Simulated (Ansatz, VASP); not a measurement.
One calculation of Cu3N, two programs

```
Cu N
1.0
     3.82729    0.00000    0.00000
     0.00000    3.82729    0.00000
     0.00000    0.00000    3.82729
Cu N
3 1
Direct
  0.50000 0.00000 0.00000
  0.00000 0.50000 0.00000
  0.00000 0.00000 0.50000
  0.00000 0.00000 0.00000
```

Alike in both runs: task relaxation of cell and atoms; functional LDA; k mesh 10 × 10 × 10; occupations gaussian, width 0.01 eV; no spin polarisation.

```csv
,VASP,Ansatz
version,VASP 6.6.1,Ansatz 0.2.0
potentials or method,"VASP PAW LDA potentials, release 64 (Cu, N), cutoff 600 eV","scalar-relativistic, plane waves, PAW"
valence electrons in the cell,38,62
```

Ansatz gave:

```
gap on the k mesh at the Fermi level, each at its own relaxed structure (eV) : none
relaxed volume (Å³/atom)                                                     : 12.88
relaxed cell length with the largest relative difference (Å)                 : 3.721
```

Question: Which values does VASP return?

Answer: gap on the k mesh at the Fermi level, each at its own relaxed structure (eV): none; relaxed volume (Å³/atom): 12.96; relaxed cell length with the largest relative difference (Å): 3.728.

LDA's correlation is that of Perdew and Zunger in VASP and of Perdew and Wang (1992) in Ansatz. A gap of «none» marks a metal or a gap that the smearing closes. VASP's potentials hold 38 valence electrons a cell and Ansatz's 62, so a difference there can come from the potentials and not from the codes.
